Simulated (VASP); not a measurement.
Write the native input for VASP 6.6.1 that does the following.

- Task: single point
- Functional: LDA
- Potentials or basis: VASP PAW LDA potentials, release 64 (Mg, O)
- Cutoff: 600 eV
- k mesh: 15 × 15 × 15
- Occupations: fermi-dirac, width 0.05 eV
- Spin: no spin polarisation
- Dipole correction: no
- Further INCAR settings: ALGO = Normal; EDIFF = 1e-06; NBANDS = 11

The structure of MgO (rocksalt type) lies in POSCAR:

```
MgO
1.0
    0.0000000000      1.9305502649      1.9305502649
    1.9305502649      0.0000000000      1.9305502649
    1.9305502649      1.9305502649      0.0000000000
Mg O
1 1
Direct
    0.0000000000      0.0000000000      0.0000000000
    0.5000000000      0.5000000000      0.5000000000
```

One way to write it, as run:

INCAR

```
SYSTEM = MgO
PREC = Accurate ; ENCUT = 600
EDIFF = 1E-6 ; ISMEAR = -1
SIGMA = 0.05 ; LREAL = .False.
LASPH = .True. ; NELM = 120
ALGO = Normal ; ISIF = 2
LWAVE = .False. ; LCHARG = .False.
NBANDS = 11 ; GGA_COMPAT = .False.
```

KPOINTS

```
Automatic mesh
0
Gamma
  15 15 15
  0 0 0
```

Potentials or basis: VASP PAW LDA potentials, release 64 (Mg, O).

Command:

```sh
$ cat potpaw_LDA.64/Mg/POTCAR potpaw_LDA.64/O/POTCAR > POTCAR
$ mpirun -np 1 vasp_std > vasp.out
```

Results of the run:

| Quantity | Value |
| --- | --- |
| Pressure | 59.1 GPa |
| Band gap on the k mesh | 7.66 eV |

Caveat: the cell stands under pressure; an odd mesh through Γ misses points on the zone boundary, where band edges can lie.

Run time: 14 s on 1 thread of Intel(R) Xeon(R) Platinum 8259CL CPU @ 2.50GHz (Skylake/Cascade Lake), with other jobs on the host, peak memory 0.15 GiB.
